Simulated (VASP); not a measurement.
# Cu in VASP: single point with LDA

Aim: the single point of Cu with LDA.

Program: VASP 6.6.1. These are calculated values, not measurements. Logs are shortened: lines on timing, memory, paths and dates and some standing lists are left out, and cuts for length are marked.

## 1. The cell of the first run

The cell holds a slab with vacuum, 10 atoms: a = 2.556 Å, b = 2.556 Å, c = 32.784 Å, α = 90.00°, β = 90.00°, γ = 60.00°.

## 2. Single point, LDA

File INCAR:

```
SYSTEM = Cu
ALGO     = Normal         ! electronic algorithm
EDIFF    = 1E-7           ! SCF threshold, eV
ENCUT    = 520            ! plane-wave cutoff, eV
GGA      = CA             ! functional
ISIF     = 2              ! what is computed and relaxed
ISMEAR   = 0              ! smearing method
LASPH    = .True.         ! aspherical terms in the spheres
LCHARG   = .False.        ! write CHGCAR
LREAL    = .False.        ! projectors in reciprocal space
LWAVE    = .False.        ! write WAVECAR
NBANDS   = 66             ! bands
NELM     = 100            ! most SCF steps
PREC     = Accurate       ! precision mode
SIGMA    = 0.1            ! smearing width, eV
```

File KPOINTS:

```
k-points
0
Gamma
  18 18 1
  0 0 0
```

File POSCAR:

```
Cu
1.0
    2.5561910149     -0.0000000029      0.0000000000
    1.2780955099      2.2137263543      0.0000000000
    0.0000000000      0.0000000000     32.7840910100
Cu
10
Direct
    0.0000000000      0.0000000000      0.2281941404
    0.3333333333      0.3333333333      0.2879912865
    0.6666666667      0.6666666667      0.3484181244
    0.0000000000      0.0000000000      0.4090094870
    0.3333333333      0.3333333333      0.4697262001
    0.6666666667      0.6666666667      0.5302737999
    0.0000000000      0.0000000000      0.5909905130
    0.3333333333      0.3333333333      0.6515818756
    0.6666666667      0.6666666667      0.7120087135
    0.0000000000      0.0000000000      0.7718058596
```

Potentials or basis: VASP PAW LDA potentials, release 64 (Cu).

Launch:

```bash
cat potpaw_LDA.64/Cu/POTCAR > POTCAR
mpirun -np 1 vasp_std > vasp.out
```

OUTCAR:

```text
SYSTEM = Cu
   EDIFF = 1E-7
   ENCUT = 520
   GGA = CA
   ISIF = 2
   ISMEAR = 0
   LASPH = .True.
   LREAL = .False.
   NELM = 100
   PREC = Accurate

 ion  position               nearest neighbor table
   1  0.000  0.000  0.228-   2 2.45   2 2.45   2 2.45
   2  0.333  0.333  0.288-   1 2.45   1 2.45   1 2.45   3 2.47   3 2.47   3 2.47
   3  0.667  0.667  0.348-   2 2.47   2 2.47   2 2.47   4 2.47   4 2.47   4 2.47
   4  0.000  0.000  0.409-   3 2.47   3 2.47   3 2.47   5 2.48   5 2.48   5 2.48
   5  0.333  0.333  0.470-   6 2.47   6 2.47   6 2.47   4 2.48   4 2.48   4 2.48
   6  0.667  0.667  0.530-   5 2.47   5 2.47   5 2.47   7 2.48   7 2.48   7 2.48
   7  0.000  0.000  0.591-   8 2.47   8 2.47   8 2.47   6 2.48   6 2.48   6 2.48
   8  0.333  0.333  0.652-   9 2.47   9 2.47   9 2.47   7 2.47   7 2.47   7 2.47
   9  0.667  0.667  0.712-  10 2.45  10 2.45  10 2.45   8 2.47   8 2.47   8 2.47
  10  0.000  0.000  0.772-   9 2.45   9 2.45   9 2.45

  LATTYP: Found a hexagonal cell.
 ALAT       =     2.5561910148
 C/A-ratio  =    12.8253682218

  Lattice vectors:

 A1 = (  -1.2780955099,  -2.2137263543,   0.0000000000)
 A2 = (   2.5561910149,  -0.0000000029,   0.0000000000)
 A3 = (   0.0000000000,   0.0000000000,  32.7840910100)

Analysis of symmetry for initial positions (statically):
=====================================================================
 Subroutine PRICEL returns:
 Original cell was already a primitive cell.

 Routine SETGRP: Setting up the symmetry group for a
 hexagonal supercell.

 Subroutine GETGRP returns: Found 12 space group operations
 (whereof 12 operations were pure point group operations)
 out of a pool of 24 trial point group operations.

The static configuration has the point symmetry D_3d.

Analysis of symmetry for dynamics (positions and initial velocities):
=====================================================================
 Subroutine PRICEL returns:
 Original cell was already a primitive cell.

 Routine SETGRP: Setting up the symmetry group for a
 hexagonal supercell.

 Subroutine GETGRP returns: Found 12 space group operations
 (whereof 12 operations were pure point group operations)
 out of a pool of 24 trial point group operations.

The dynamic configuration has the point symmetry D_3d.

 Subroutine INISYM returns: Found 12 space group operations
 (whereof 12 operations are pure point group operations),
 and found     1 'primitive' translations

----------------------------------------------------------------------------------------

                                     Primitive cell

  volume of cell :     185.5156

  direct lattice vectors                    reciprocal lattice vectors
     2.556191015 -0.000000003  0.000000000     0.391207071 -0.225863508  0.000000000
     1.278095510  2.213726354  0.000000000     0.000000001  0.451727016  0.000000000
     0.000000000  0.000000000 32.784091010     0.000000000  0.000000000  0.030502600

  length of vectors
     2.556191015  2.556191015 32.784091010     0.451727016  0.451727016  0.030502600

  position of ions in fractional coordinates (direct lattice)
     0.000000000  0.000000000  0.228194140
     0.333333333  0.333333333  0.287991287
     0.666666667  0.666666667  0.348418124
     0.000000000  0.000000000  0.409009487
     0.333333333  0.333333333  0.469726200
     0.666666667  0.666666667  0.530273800
     0.000000000  0.000000000  0.590990513
     0.333333333  0.333333333  0.651581876
     0.666666667  0.666666667  0.712008713
     0.000000000  0.000000000  0.771805860

  ion indices of the primitive-cell ions
   primitive index   ion index
                 1           1
                 2           2
                 3           3
                 4           4
                 5           5
                 6           6
                 7           7
                 8           8
                 9           9
                10          10

----------------------------------------------------------------------------------------

 KPOINTS: k-points

Automatic generation of k-mesh.
 Grid dimensions read from file:
 generate k-points for:   18   18    1

 Generating k-lattice:

  Cartesian coordinates                     Fractional coordinates (reciprocal lattice)
     0.021733726 -0.012547973  0.000000000     0.055555556  0.000000000  0.000000000
     0.000000000  0.025095945  0.000000000     0.000000000  0.055555556  0.000000000
     0.000000000  0.000000000  0.030502600     0.000000000  0.000000000  1.000000000

  Length of vectors
     0.025095945  0.025095945  0.030502600

  Shift w.r.t. Gamma in fractional coordinates (k-lattice)
     0.000000000  0.000000000  0.000000000

 Subroutine IBZKPT returns following result:
 ===========================================

 Found     37 irreducible k-points:

 Following reciprocal coordinates:
            Coordinates               Weight
  0.000000  0.000000  0.000000      1.000000
  0.055556  0.000000  0.000000      6.000000
  0.111111  0.000000  0.000000      6.000000
  0.166667  0.000000  0.000000      6.000000
  0.222222  0.000000  0.000000      6.000000
  0.277778  0.000000  0.000000      6.000000
[... 16 lines left out ...]
  0.444444  0.111111  0.000000     12.000000
  0.500000  0.111111  0.000000     12.000000
 [... further k-points ...]
   k-points           NKPTS =     37   k-points in BZ     NKDIM =     37   number of bands    NBANDS=     66
   number of dos      NEDOS =    301   number of ions     NIONS =     10
   total plane-waves  NPLWV = 100000
   dimension x,y,z NGX =    20 NGY =   20 NGZ =  250
   dimension x,y,z NGXF=    40 NGYF=   40 NGZF=  500
   ions per type =              10
   NGX,Y,Z   is equivalent  to a cutoff of  13.01, 13.01, 12.68 a.u.
   NGXF,Y,Z  is equivalent  to a cutoff of  26.01, 26.01, 25.35 a.u.
 SYSTEM =  Cu
   PREC   = accura    normal or accurate (medium, high low for compatibility)
   ISTART =      0    job   : 0-new  1-cont  2-samecut
   ICHARG =      2    charge: 1-file 2-atom 10-const
   ISPIN  =      1    spin polarized calculation?
   LNONCOLLINEAR =      F non collinear calculations
   LSORBIT =      F    spin-orbit coupling
   LASPH  =      T    aspherical Exc in radial PAW
   ENCUT  =  520.0 eV  38.22 Ry    6.18 a.u.   4.75  4.75 60.96*2*pi/ulx,y,z
   NELM   =    100;   NELMIN=  2; NELMDL= -5     # of ELM steps
   EDIFF  = 0.1E-06   stopping-criterion for ELM
   LREAL  =      F    real-space projection
   EDIFFG = 0.1E-05   stopping-criterion for IOM
   NSW    =      0    number of steps for IOM
   IBRION =     -1    ionic relax: 0-MD 1-quasi-New 2-CG
   NFREE  =      0    steps in history (QN), initial steepest desc. (CG)
   ISIF   =      2    stress and relaxation
   ISYM   =      2    0-nonsym 1-usesym 2-fastsym
   POTIM  = 0.5000    time-step for ionic-motion
   TEBEG  =    0.0;   TEEND  =   0.0 temperature during run
   PSTRESS=    0.0 pullay stress
   NELECT =     110.0000    total number of electrons
   NUPDOWN=      -1.0000    fix difference up-down
   EMIN   =  10.00;   EMAX   =-10.00  energy-range for DOS
   EFERMI =   0.00;   METHOD = LEGACY
   ISMEAR =     0;   SIGMA  =   0.10  broadening in eV -4-tet -1-fermi 0-gaus
   EFERMI_NEDOS =   21; number of points for ismear=-14 and -15
   IALGO  =     38    algorithm
   IMIX   =      4    mixing-type and parameters
     AMIX     =   0.40;   BMIX     =  1.00
     AMIX_MAG =   1.60;   BMIX_MAG =  1.00
  volume/ion in A,a.u.               =      18.55       125.19
  Fermi-wavevector in a.u.,A,eV,Ry     =   1.375347  2.599029 25.736497  1.891579
  Thomas-Fermi vector in A             =   2.500691
   LORBIT       =      0    0 simple, 1 ext, 2 COOP (PROOUT), +10 PAW based schemes
   GGA     = CA    functional components
   LHFCALC =     F    Hartree Fock is set to
   AEXX    =    0.0000 exact exchange contribution
   IVDW    =     0    specifies the selected vdW correction
   LEPSILON=     F    determine dielectric tensor
   LRPA    =     F    only Hartree local field effects (RPA)
 non-spin polarized calculation
 Gauss-broadening in eV      SIGMA  =   0.10
  energy-cutoff  :      520.00
  volume of cell :      185.52
 maximum number of plane-waves:      5029
   NGX =  9   NGY =  9   NGZ =121

 number of electron     110.0000012 magnetization

 Free energy of the ion-electron system (eV)
  ---------------------------------------------------
  ext. energy  EPLUGINS =         0.00000000
  ---------------------------------------------------
  free energy    TOTEN  =       -45.71094141 eV

  energy without entropy =      -45.70107764  energy(sigma->0) =      -45.70600952

 E-fermi :   2.8740     XC(G=0):  -8.7017

 val. band max:        2.8395852115   @ k =  -0.4444   0.1111   0.0000
 cond. band min:       2.8871677991   @ k =   0.5000   0.0556   0.0000
 fundamental gap:      0.0475825876
 Fermi energy:         2.8739967510

 k-point     1 :       0.0000    0.0000    0.0000
  band No.  band energies     occupation
      1      -6.7747      2.00000
      2      -6.5076      2.00000
      3      -6.0559      2.00000
      4      -5.4506      2.00000
      5      -4.7093      2.00000
      6      -3.9125      2.00000
[... 58 lines left out ...]
     65       8.6444      0.00000
     66      10.0669      0.00000

 k-point     2 :       0.0556    0.0000    0.0000
  band No.  band energies     occupation
      1      -6.6750      2.00000
      2      -6.4089      2.00000
      3      -5.9591      2.00000
      4      -5.3564      2.00000
      5      -4.6188      2.00000
      6      -3.8266      2.00000
[... 58 lines left out ...]
     65       8.7271      0.00000
     66      10.1405      0.00000

 k-point     3 :       0.1111    0.0000    0.0000
  band No.  band energies     occupation
      1      -6.3789      2.00000
      2      -6.1163      2.00000
      3      -5.6725      2.00000
      4      -5.0788      2.00000
      5      -4.3535      2.00000
      6      -3.5776      2.00000
[... 1438 lines left out ...]
     65       9.5239      0.00000
     66      10.2485      0.00000

 k-point    24 :       0.5000    0.1111    0.0000
  band No.  band energies     occupation
      1      -2.4253      2.00000
      2      -2.3017      2.00000
      3      -2.1768      2.00000
      4      -2.1212      2.00000
      5      -2.0937      2.00000
      6      -2.0057      2.00000
[... 58 lines left out ...]
     65       9.0390      0.00000
     66       9.7665      0.00000

 [... further k-points ...]
[... 5 lines left out ...]
  --------------------------------------------------------------------------------------
  -------------------------------------------------------------------------------------
  Total       -6.2491521     -6.2491521      0.5207944      0.0000000     -0.0000000      0.0000000
  in kB      -53.9698604    -53.9698604      4.4977625      0.0000000     -0.0000000      0.0000000
  external PRESSURE =     -34.4806527 kB  Pullay stress =       0.0000000 kB

 VOLUME and BASIS-vectors are now :
 -----------------------------------------------------------------------------
  energy-cutoff  :      520.00
  volume of cell :      185.52
      direct lattice vectors                 reciprocal lattice vectors
     2.556191015 -0.000000003  0.000000000     0.391207071 -0.225863508  0.000000000
     1.278095510  2.213726354  0.000000000     0.000000001  0.451727016  0.000000000
     0.000000000  0.000000000 32.784091010     0.000000000  0.000000000  0.030502600

 POSITION                                       TOTAL-FORCE (eV/Angst)
 -----------------------------------------------------------------------------------
      0.00000      0.00000      7.48114        -0.000000      0.000000     -0.032723
      1.27810      0.73791      9.44153        -0.000000     -0.000000      0.000042
      2.55619      1.47582     11.42257        -0.000000      0.000000     -0.002414
      0.00000      0.00000     13.40900         0.000000     -0.000000      0.001769
      1.27810      0.73791     15.39955         0.000000      0.000000      0.000562
      2.55619      1.47582     17.38454        -0.000000     -0.000000     -0.000562
      0.00000      0.00000     19.37509        -0.000000     -0.000000     -0.001769
      1.27810      0.73791     21.36152         0.000000     -0.000000      0.002414
      2.55619      1.47582     23.34256         0.000000     -0.000000     -0.000042
      0.00000      0.00000     25.30295        -0.000000     -0.000000      0.032723
 -----------------------------------------------------------------------------------
    total drift:                                0.000000      0.000000      0.000000

  FREE ENERGIE OF THE ION-ELECTRON SYSTEM (eV)
  ---------------------------------------------------
  free  energy   TOTEN  =       -45.7109414108 eV

  energy  without entropy=      -45.7010776359  energy(sigma->0) =      -45.70600952
```

Wall time 32 min (1 thread of Intel Xeon 8259CL, shared host); peak memory 0.43 GiB.

What came out:

```
Free energy            : -45.7109 eV
Largest force          : 0.033 eV/Å
Band gap on the k mesh : zero (bands 55 and 56 overlap by 4.89 eV)
```

Forces in eV/Å, atoms in the order of the input:
```
Cu   0.000  0.000 -0.033
Cu   0.000  0.000  0.000
Cu   0.000  0.000 -0.002
Cu   0.000  0.000  0.002
Cu   0.000  0.000  0.001
Cu   0.000  0.000 -0.001
Cu   0.000  0.000 -0.002
Cu   0.000  0.000  0.002
Cu   0.000  0.000  0.000
Cu   0.000  0.000  0.033
```

Levels at points of the mesh, in eV from the Fermi level:
| k point | band 54 | band 55 | band 56 | band 57 | band 58 | band 59 |
| --- | --- | --- | --- | --- | --- | --- |
| (0.00, 0.00, 0.00) | -1.79 | -1.67 | -1.67 | -1.65 | -1.65 | -1.53 |
| (0.50, 0.00, 0.00) | 0.50 | 0.78 | 0.99 | 1.16 | 1.32 | 1.47 |

Caveat: there is no dipole correction, which matters where the two faces differ.

The gap in the log of VASP goes by the Fermi energy; the results here count the filled bands.